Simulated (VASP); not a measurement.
Input of a VASP 6.6.1 run:

INCAR

```
ALGO = Normal
EDIFF = 1E-6
EDIFFG = -0.01
ENCUT = 600
GGA = PE
IBRION = 2
ISIF = 3
ISMEAR = 0
LASPH = T
LCHARG = F
LREAL = F
LWAVE = F
NELM = 100
NSW = 100
PREC = Accurate
SIGMA = 0.1
```

Contents of KPOINTS:

```
k-points
0
Gamma
  6 6 10
```

POSCAR

```
InSe5
1.0
    6.4822812955      0.0000000000      0.0000000000
   -3.2411406477      5.6138202764      0.0000000000
    0.0000000000      0.0000000000      3.9015166237
In Se
1 5
Direct
    0.0000000000      0.0000000000      0.0000000000
    0.6666666667      0.3333333333      0.0000000000
    0.3580888573      0.0000000000      0.5000000000
    0.6419111427      0.6419111427      0.5000000000
    0.0000000000      0.3580888573      0.5000000000
    0.3333333333      0.6666666667      0.0000000000
```

Potentials or basis: VASP PAW PBE potentials, release 64 (In_d, Se).

Run with:

```sh
$ cat potpaw_PBE.64/In_d/POTCAR potpaw_PBE.64/Se/POTCAR > POTCAR
$ mpirun -np 1 vasp_std > vasp.out
```

Estimate the relaxed cell.

a = 6.582 Å, b = 6.582 Å, c = 3.815 Å, α = 90.00°, β = 90.00°, γ = 120.00°.

What does it give for the relaxed volume?

23.85 Å³/atom.

Final structure:
```
In Se
1.0
     6.58160    0.00000    0.00000
    -3.29080    5.69983    0.00000
     0.00000    0.00000    3.81469
In Se
1 5
Direct
  0.00000 0.00000 0.00000
  0.66667 0.33333 0.00000
  0.35689 0.00000 0.50000
  0.64311 0.64311 0.50000
  0.00000 0.35689 0.50000
  0.33333 0.66667 0.00000
```
